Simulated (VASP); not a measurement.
# AlAs (l.b): single point with LDA

AlAs (l.b):

```
CELL_PARAMETERS angstrom
0.00000 2.81438 2.81438
2.81438 0.00000 2.81438
2.81438 2.81438 0.00000
ATOMIC_POSITIONS crystal
Al 0.00000 0.00000 0.00000
As 0.25000 0.25000 0.25000
```

```yaml
Program: VASP 6.6.1
Task: single point
Functional: LDA
Potentials_or_basis: VASP PAW LDA potentials, release 64 (Al, As)
Cutoff: 500 eV
k_mesh: 8 × 8 × 8
Occupations: gaussian, width 0.02 eV
Spin: no spin polarisation
Dipole_correction: no
Further_INCAR_settings: ALGO = Normal; EDIFF = 1e-06; NBANDS = 11
```

```
Pressure               : 0.4 GPa
Band gap on the k mesh : 1.31 eV, indirect (least direct gap 2.02 eV)
```

Levels at points of the mesh, in eV from the valence-band top:
```tsv
k point	band 1	band 2	band 3	band 4	band 5	band 6	band 7	band 8	band 9
(0.00, 0.00, 0.00)	-11.99	0.00	0.00	0.00	2.02	4.27	4.27	4.27	8.72
(0.50, 0.00, 0.00)	-10.54	-5.67	-0.84	-0.84	2.09	4.65	4.65	7.62	11.12
(0.50, 0.50, 0.00)	-9.97	-5.51	-2.22	-2.22	1.31	2.20	10.33	10.33	11.76
```

Run time: 7 s on 1 thread of Intel(R) Xeon(R) 6975P-C (Granite Rapids), on a shared host, peak memory 0.15 GiB.

A k mesh can miss the band edges. As with any semilocal functional, this LDA gap is likely too small.
